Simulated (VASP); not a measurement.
A run of VASP 6.6.1 is set up as follows.

The input INCAR:

```
PREC = Accurate
ENCUT = 520
EDIFF = 1E-6
ISMEAR = -1
SIGMA = 0.05
LREAL = F
LASPH = T
NELM = 60
ALGO = Fast
ISIF = 2
LWAVE = F
LCHARG = F
GGA = PE
NBANDS = 16
```

Contents of KPOINTS:

```
Automatic mesh
0
Gamma
  9 9 9
```

POSCAR

```
AlRu
1.0
    2.9305298028      0.0000000000      0.0000000000
    0.0000000000      2.9305298028      0.0000000000
    0.0000000000      0.0000000000      2.9305298028
Ru Al
1 1
Direct
    0.5000000000      0.5000000000      0.5000000000
    0.0000000000      0.0000000000      0.0000000000
```

Potentials or basis: VASP PAW PBE potentials, release 64 (Ru_pv, Al).

Launch:

```console
$ cat potpaw_PBE.64/Ru_pv/POTCAR potpaw_PBE.64/Al/POTCAR > POTCAR
$ mpirun -np 1 vasp_std > vasp.out
```

Q: Estimate the pressure.

A: 17.7 GPa.
